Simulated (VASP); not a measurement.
Wanted: the native input for a VASP 6.6.1 run.

| Item | Value |
| --- | --- |
| Task | single point |
| Functional | r2SCAN |
| Potentials or basis | VASP PAW PBE potentials, release 64 (Ti_sv, O) |
| Cutoff | 520 eV |
| k mesh | 6 × 6 × 6 |
| Occupations | gaussian, width 0.05 eV |
| Spin | no spin polarisation |
| Hubbard terms | Ti d U = 4.0 eV |
| Dipole correction | no |
| Further INCAR settings | ALGO = Normal; EDIFF = 1e-06; NBANDS = 33 |

Crystal: TiO2.

```
Ti O
1.0
     2.68476   -2.68476   -0.01915
     2.68476    2.68476   -0.01915
    -2.64856    0.00000    4.60760
Ti O
2 4
Direct
  0.12499 0.87501 0.25000
  0.87501 0.12499 0.75000
  0.33113 0.08113 0.66227
  0.66887 0.91887 0.33773
  0.91887 0.66887 0.83773
  0.08113 0.33113 0.16227
```

This cell differs from its parent crystal: strain +0.000 along x and y, -0.050 along z.

These files were run (other wordings do the same):

POSCAR

```
TiO2
1.0
    2.6847585539     -2.6847645963     -0.0191505320
    2.6847585539      2.6847645963     -0.0191505320
   -2.6485578781      0.0000000000      4.6075967637
Ti O
2 4
Direct
    0.1249948851      0.8750051149      0.2500000000
    0.8750051149      0.1249948851      0.7500000000
    0.3311340192      0.0811285959      0.6622697772
    0.6688659808      0.9188714041      0.3377302228
    0.9188714041      0.6688659808      0.8377302228
    0.0811285959      0.3311340192      0.1622697772
```

INCAR.step1

```
  PREC = Accurate
  ENCUT = 520
  ISMEAR = 0
  SIGMA = 0.05
  LREAL = False
  LASPH = True
  NELM = 150
  LMAXMIX = 4
  LDAU = True
  LDAUTYPE = 2
  LDAUL = 2 -1
  LDAUU = 4 0
  LDAUJ = 0 0
  NBANDS = 33
  GGA = PE
  ALGO = Normal
  EDIFF = 1E-4
  LWAVE = True
  LCHARG = False
```

INCAR.step2

```
  PREC = Accurate
  ENCUT = 520
  EDIFF = 1E-6
  ISMEAR = 0
  SIGMA = 0.05
  LREAL = False
  LASPH = True
  NELM = 150
  ALGO = Normal
  ISIF = 2
  LWAVE = False
  LCHARG = False
  LMAXMIX = 4
  LDAU = True
  LDAUTYPE = 2
  LDAUL = 2 -1
  LDAUU = 4 0
  LDAUJ = 0 0
  LDAUPRINT = 1
  METAGGA = R2SCAN
  LMIXTAU = True
  NBANDS = 33
  ISTART = 1
```

KPOINTS

```
Automatic mesh
0
Gamma
  6 6 6
```

Potentials or basis: VASP PAW PBE potentials, release 64 (Ti_sv, O).

The run is started by

```console
$ cat potpaw_PBE.64/Ti_sv/POTCAR potpaw_PBE.64/O/POTCAR > POTCAR
$ cp INCAR.step1 INCAR
$ mpirun -np 1 vasp_std > vasp.out
$ cp INCAR.step2 INCAR
$ mpirun -np 1 vasp_std > vasp.out
```

Results of the run:

```
Pressure               : 20.3 GPa
Largest force          : 1.553 eV/Å
Band gap on the k mesh : 3.38 eV (least direct gap 3.66 eV)
```

Caveat: the cell differs from its parent crystal (strain +0.000 along x and y, -0.050 along z); the stress differs along the axes, from 13 to 34 GPa; the PAW data sets were made with another functional, which shifts forces and pressure a little.

It took 19 min on 1 thread of Oxide Virtual Turin-like Processor, on a shared host, peak memory 0.23 GiB.
